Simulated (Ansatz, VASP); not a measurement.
Ge in VASP and in Ansatz

```
CELL_PARAMETERS angstrom
0.00000 2.81091 2.69848
2.81091 0.00000 2.69848
2.81091 2.81091 0.00000
ATOMIC_POSITIONS crystal
Ge 0.50000 0.50000 0.50000
Ge 0.75000 0.75000 0.75000
```

Change from the starting cell: engineering shear strain xy +0.0000, normal strain along z -0.0400.

Alike in both runs: task single point; functional LDA; k mesh 14 × 14 × 14; occupations gaussian, width 0.15 eV; no spin polarisation.

```csv
,VASP,Ansatz
version,VASP 6.6.1,Ansatz 0.2.0
potentials or method,"VASP PAW LDA potentials, release 64 (Ge_d), cutoff 520 eV","scalar-relativistic, plane waves, PAW"
valence electrons in the cell,28,28
```

Ansatz gave:

- gap on the k mesh at the Fermi level (eV): none
- pressure (GPa): 3.2
- traceless stress, the component that is largest in VASP (GPa): 1.90

Estimate VASP's values.

gap on the k mesh at the Fermi level (eV): none; pressure (GPa): 3.5; traceless stress, the component that is largest in VASP (GPa): 1.90.

LDA's correlation is that of Perdew and Zunger in VASP and of Perdew and Wang (1992) in Ansatz. A gap of «none» marks a metal or a gap that the smearing closes.
